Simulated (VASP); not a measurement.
Write the native input for VASP 6.6.1 that does the following.

```
Task                   : single point
Functional             : PBEsol
Potentials or basis    : VASP PAW PBE potentials, release 64 (Sn_d)
Cutoff                 : 280 eV
k mesh                 : 14 × 14 × 14
Occupations            : tetrahedron, width 0.1 eV
Spin                   : no spin polarisation
Tolerance level        : standard
Purpose                : density of states
K density              : 11 × 11 × 11
Further INCAR settings : ALGO = Normal; EDIFF = 1e-06; NBANDS = 21
```

Crystal: Sn.

```
Sn
1.0
    -1.89465    1.89465    1.89465
     1.89465   -1.89465    1.89465
     1.89465    1.89465   -1.89465
Sn
1
Direct
  0.00000 0.00000 0.00000
```

This isn't the form of Sn at room conditions, which is tetragonal (white tin).

The input as run:

POSCAR

```
Sn
1.0
   -1.8946518192      1.8946518192      1.8946518192
    1.8946518192     -1.8946518192      1.8946518192
    1.8946518192      1.8946518192     -1.8946518192
Sn
1
Direct
    0.0000000000      0.0000000000      0.0000000000
```

INCAR.step1

```
GGA      = PS             # functional
ISMEAR   = 1              # smearing method
SIGMA    = 0.1            # smearing width, eV
LWAVE    = F              # write WAVECAR
LCHARG   = T              # write CHGCAR
NBANDS   = 21             # bands
PREC     = Accurate       # precision mode
LASPH    = T              # aspherical terms in the spheres
LREAL    = F              # projectors in reciprocal space
ALGO     = Normal         # electronic algorithm
EDIFF    = 1E-6           # SCF threshold, eV
NELM     = 120            # most SCF steps
GGA_COMPAT= F            
ENCUT    = 280            # plane-wave cutoff, eV
```

KPOINTS.step1

```
k-points
0
Gamma
  11 11 11
```

INCAR.step2

```
GGA      = PS             # functional
ISMEAR   = -5             # smearing method
LWAVE    = F              # write WAVECAR
LCHARG   = F              # write CHGCAR
NBANDS   = 21             # bands
PREC     = Accurate       # precision mode
LASPH    = T              # aspherical terms in the spheres
LREAL    = F              # projectors in reciprocal space
ALGO     = Normal         # electronic algorithm
EDIFF    = 1E-6           # SCF threshold, eV
NELM     = 120            # most SCF steps
GGA_COMPAT= F            
ENCUT    = 280            # plane-wave cutoff, eV
NEDOS    = 2001           # points of the DOS
LORBIT   = 11             # projections on sites
EMIN     = -9.0491      
EMAX     = 15.9509      
ICHARG   = 11             # starting density
```

KPOINTS.step2

```
Automatic mesh
0
Gamma
  14 14 14
  0 0 0
```

Potentials or basis: VASP PAW PBE potentials, release 64 (Sn_d).

Launch:

```bash
$ cat potpaw_PBE.64/Sn_d/POTCAR > POTCAR
$ cp INCAR.step1 INCAR
$ cp KPOINTS.step1 KPOINTS
$ mpirun -np 1 vasp_std > vasp.out
$ cp INCAR.step2 INCAR
$ cp KPOINTS.step2 KPOINTS
$ mpirun -np 1 vasp_std > vasp.out
```

Results of the run:

| Item | Value |
| --- | --- |
| Valence electrons inside the program's atomic spheres | Sn 12.14 |
| Density of states at the Fermi level | 0.60 states/eV/atom |

Caveat: spin-orbit coupling is left out, which moves the levels of the heavy elements.

Wall time 12 s on 1 thread of AMD EPYC 9R45 96-Core Processor (Zen 5), with other jobs on the host, peak memory 0.11 GiB.
